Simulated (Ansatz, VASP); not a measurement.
# TaN in VASP and in Ansatz

```
CELL_PARAMETERS angstrom
5.21326 0.00000 0.00000
-2.60663 4.51482 0.00000
0.00000 0.00000 2.92067
ATOMIC_POSITIONS crystal
Ta 0.33333 0.66667 0.50000
Ta 0.66667 0.33333 0.50000
Ta 0.00000 0.00000 0.00000
N 0.39285 0.00000 0.00000
N 0.60715 0.60715 0.00000
N 0.00000 0.39285 0.00000
```

Alike in both runs: task single point; functional LDA; k mesh 5 × 5 × 8; occupations methfessel-paxton of order 1, width 0.1 eV; no spin polarisation.

|  | VASP | Ansatz |
| --- | --- | --- |
| version | VASP 6.6.1 | Ansatz 0.2.0 |
| potentials or method | VASP PAW LDA potentials, release 64 (Ta_sv_GW, N), cutoff 700 eV | plane waves, PAW |
| valence electrons in the cell | 54 | 54 |

|  | VASP | Ansatz | Ansatz less VASP |
| --- | --- | --- | --- |
| pressure (GPa) | -12.1 | -13.0 | -0.87 |
| traceless stress, the component that is largest in VASP (GPa) | -1.94 | -1.94 | +0.003 |

LDA's correlation is that of Perdew and Zunger in VASP and of Perdew and Wang (1992) in Ansatz.

Neither program's run includes spin-orbit coupling.
